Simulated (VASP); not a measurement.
Wanted: the native input for a VASP 6.6.1 run.

```yaml
Task: G0W0 quasiparticle levels
Functional: PBE
Potentials_or_basis: VASP PAW PBE potentials, release 64 (Ga_d_GW, P_GW)
Cutoff: 500 eV
k_mesh: 2 × 2 × 2
Occupations: gaussian, width 0.01 eV
Spin: no spin polarisation
Dipole_correction: no
GW_scheme: G0W0
GW_iterations: 1
Cutoff_of_the_response_function: 180
Frequency_points: 48
Empty_bands: 399
Further_INCAR_settings: ALGO = EVGW0; EDIFF = 1e-08; NBANDS = 408
```

The system is GaP.

```xyz
2
Lattice="0.0000 2.7255 2.7255 2.7255 0.0000 2.7255 2.7255 2.7255 0.0000" Properties=species:S:1:pos:R:3 pbc="T T T"
Ga    0.0000    0.0000    0.0000
P     1.3627    1.3627    1.3627
```

These files were run (other wordings do the same):

POSCAR

```
GaP
1.0
    0.0000000000      2.7255000000      2.7255000000
    2.7255000000      0.0000000000      2.7255000000
    2.7255000000      2.7255000000      0.0000000000
Ga P
1 1
Direct
    0.0000000000      0.0000000000      0.0000000000
    0.2500000000      0.2500000000      0.2500000000
```

INCAR.step1

```
SYSTEM = GaP
ALGO = Normal
EDIFF = 1E-8
ENCUT = 500
GGA = PE
ISMEAR = 0
LASPH = .True.
LCHARG = .False.
LREAL = .False.
LWAVE = .True.
NELM = 100
PREC = Accurate
SIGMA = 0.01
```

INCAR.step2

```
SYSTEM = GaP
ALGO = Exact
EDIFF = 1E-8
ENCUT = 500
GGA = PE
ISMEAR = 0
ISTART = 1
LASPH = .True.
LCHARG = .False.
LOPTICS = .True.
LREAL = .False.
LWAVE = .True.
NBANDS = 408
NELM = 1
PREC = Accurate
SIGMA = 0.01
```

INCAR.step3

```
SYSTEM = GaP
ALGO = EVGW0
EDIFF = 1E-8
ENCUT = 500
ENCUTGW = 180.0
GGA = PE
ISMEAR = 0
ISTART = 1
LASPH = .True.
LCHARG = .False.
LREAL = .False.
LWAVE = .False.
NBANDS = 408
NBANDSGW = 17
NELMGW = 1
NOMEGA = 48
PREC = Accurate
PRECFOCK = Fast
SIGMA = 0.01
```

KPOINTS

```
k-points
0
Gamma
  2 2 2
  0 0 0
```

Potentials or basis: VASP PAW PBE potentials, release 64 (Ga_d_GW, P_GW).

Run with:

```console
$ cat potpaw_PBE.64/Ga_d_GW/POTCAR potpaw_PBE.64/P_GW/POTCAR > POTCAR
$ cp INCAR.step1 INCAR
$ mpirun -np 1 vasp_std > vasp.out
$ cp INCAR.step2 INCAR
$ mpirun -np 1 vasp_std > vasp.out
$ cp INCAR.step3 INCAR
$ mpirun -np 1 vasp_std > vasp.out
```

Results of the run:

```json
{
  "Band gap on the k mesh, mean-field level": "1.46 eV, indirect (least direct gap 1.76 eV)",
  "Quasiparticle gap": "1.88 eV",
  "Least direct quasiparticle gap": "2.67 eV"
}
```

Caveat: the k points lie up to 1.00 Å⁻¹ apart; bands, screening cutoff and mesh are small and nothing is extrapolated, so the quasiparticle values aren't converged.

Run time: 70 s on 1 thread of Intel Xeon 8259CL (shared host), peak memory 0.27 GiB.
